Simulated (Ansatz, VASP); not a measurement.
Two plane-wave programs on Ta

INCAR

```
PREC = Accurate
ENCUT = 520
EDIFF = 1E-6
ISMEAR = 0
SIGMA = 0.15
LREAL = F
LASPH = T
NELM = 100
ALGO = Fast
ISIF = 2
LWAVE = F
LCHARG = F
GGA = PE
NBANDS = 12
```

KPOINTS

```
Automatic mesh
0
Gamma
  20 20 20
```

POSCAR

```
Ta
1.0
   -1.7173312000      1.7173312000      1.7173312000
    1.7173312000     -1.7173312000      1.7173312000
    1.7173312000      1.7173312000     -1.7173312000
Ta
1
Direct
    0.0000000000      0.0000000000      0.0000000000
```

Input for Ansatz:

```yaml
crystal:
  lattice:
    - [-1.7173312, 1.7173312, 1.7173312]
    - [1.7173312, -1.7173312, 1.7173312]
    - [1.7173312, 1.7173312, -1.7173312]
  atoms:
    - { symbol: Ta, position: [0.0, 0.0, 0.0] }
basis:
  ecutwfc: 420
kpoints:
  mp_grid: { grid: [20, 20, 20] }
hamiltonian:
  xc: pbe
scf:
  occupations: { method: gaussian, width: 0.15 }
output:
  forces: true
  stress: true
  eigenvalues: true
  write_density: true
  write_potential: true
  elf: true
  volumetric_format: npy
```

Change from the starting cell: strain +0.040 along x and y, +0.040 along z, atoms carried along.

Alike in both runs: task single point; functional PBE; k mesh 20 × 20 × 20; occupations gaussian, width 0.15 eV; no spin polarisation.

```csv
,VASP,Ansatz
version,VASP 6.6.1,Ansatz 0.2.0
potentials or method,"VASP PAW PBE potentials, release 64 (Ta_pv), cutoff 520 eV","scalar-relativistic, plane waves, PAW"
valence electrons in the cell,11,13
```

```tsv
	VASP	Ansatz	Ansatz less VASP
gap on the k mesh at the Fermi level (eV)	none	none	-
pressure (GPa)	-16.5	-16.4	+0.02
```

A gap of «none» marks a metal or a gap that the smearing closes. VASP's potentials hold 11 valence electrons a cell and Ansatz's 13, so a difference there can come from the potentials and not from the codes.

Neither program's run includes spin-orbit coupling.
